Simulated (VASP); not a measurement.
A run of VASP 6.6.1 is set up as follows.

The input INCAR:

```
SYSTEM = TaCuN2
ALGO = Normal
EDIFF = 1E-6
ENCUT = 520
GGA = PS
ISIF = 2
ISMEAR = 0
LASPH = .True.
LCHARG = .True.
LELF = .True.
LREAL = .False.
LVHAR = .True.
LWAVE = .False.
NBANDS = 60
NELM = 60
PREC = Accurate
SIGMA = 0.02
```

File KPOINTS:

```
k-points
0
Gamma
  12 12 2
  0 0 0
```

File POSCAR:

```
TaCuN2
1.0
    3.0903292511      0.0000000000      0.0000000000
   -1.5451646256      2.6763036375      0.0000000000
    0.0000000000      0.0000000000     17.4338580024
Ta Cu N
3 3 6
Direct
    0.6666666667      0.3333333333      0.8333333333
    0.3333333333      0.6666666667      0.1666666667
    0.0000000000      0.0000000000      0.5000000000
    0.0000000000      0.0000000000      0.0000000000
    0.6666666667      0.3333333333      0.3333333333
    0.3333333333      0.6666666667      0.6666666667
    0.3333333333      0.6666666667      0.7717163285
    0.0000000000      0.0000000000      0.8949503382
    0.0000000000      0.0000000000      0.1050496618
    0.6666666667      0.3333333333      0.2282836715
    0.6666666667      0.3333333333      0.4383829952
    0.3333333333      0.6666666667      0.5616170048
```

Potentials or basis: VASP PAW PBE potentials, release 64 (Ta_pv, Cu, N).

Launch:

```bash
$ cat potpaw_PBE.64/Ta_pv/POTCAR potpaw_PBE.64/Cu/POTCAR potpaw_PBE.64/N/POTCAR > POTCAR
$ mpirun -np 1 vasp_std > vasp.out
```

Problem. What does it give for the largest force?

Solution. 0.017 eV/Å.

Problem. What does it give for the pressure?

Solution. 3.6 GPa.

Stress tensor (GPa, compression positive):
```
4.81 0.00 0.00
0.00 4.81 0.00
0.00 0.00 1.19
```

Caveat: the cell differs from its parent crystal (biaxial strain in the a-b plane: -1.0 %, then relaxed in part); the cell stands under pressure; the PAW data sets were made with another functional, which shifts forces and pressure a little.
